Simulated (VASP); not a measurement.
Runs of VASP 6.6.1 on SiNi2. The structure is that of space group Pnma (No. 62), or close to it. The cells are those of the table. 

```csv
level,spin,U,cell,k mesh,gap on the mesh (eV),pressure (GPa),moment (μB),largest force (eV/Å)
revPBE,"collinear, ferromagnetic start",-,"a = 4.990, b = 3.720, c = 7.030 Å, 12 atoms",5 × 5 × 3,none,6.9,0.00,(c)
PBE,"collinear, ferromagnetic start",-,"a = 4.940, b = 3.720, c = 7.030 Å, 12 atoms",5 × 5 × 3,none,(a),0.00,0.01
PBE,"collinear, ferromagnetic start",-,"a = 4.990, b = 3.720, c = 7.030 Å, 12 atoms",5 × 5 × 3,none,3.2,0.00,0.01
PBE+U,off,Ni d U = 5.0 eV,"a = 4.990, b = 3.720, c = 7.030 Å, 12 atoms",4 × 6 × 3,none,-8.4,-,0.26
PBE,"collinear, ferromagnetic start",-,"a = 4.890, b = 3.720, c = 7.030 Å, 12 atoms",5 × 5 × 3,none,7.2,0.00,(b)
```

Alike in all rows: task single point; potentials or basis VASP PAW PBE potentials, release 64 (Ni, Si); cutoff (eV) 520; smearing fermi-dirac 0.05 eV.

Task: Estimate the missing entries.

Result: (a) 5.1; (b) 0.02; (c) 0.35.

Caveats: the PAW data sets were made with another functional, which shifts forces and pressure a little (some runs); U without spin polarisation on a metal has little footing (some runs); the U is typed as a test and isn't derived for this compound (some runs).

A gap of «none» marks levels without a gap at the run's occupations.
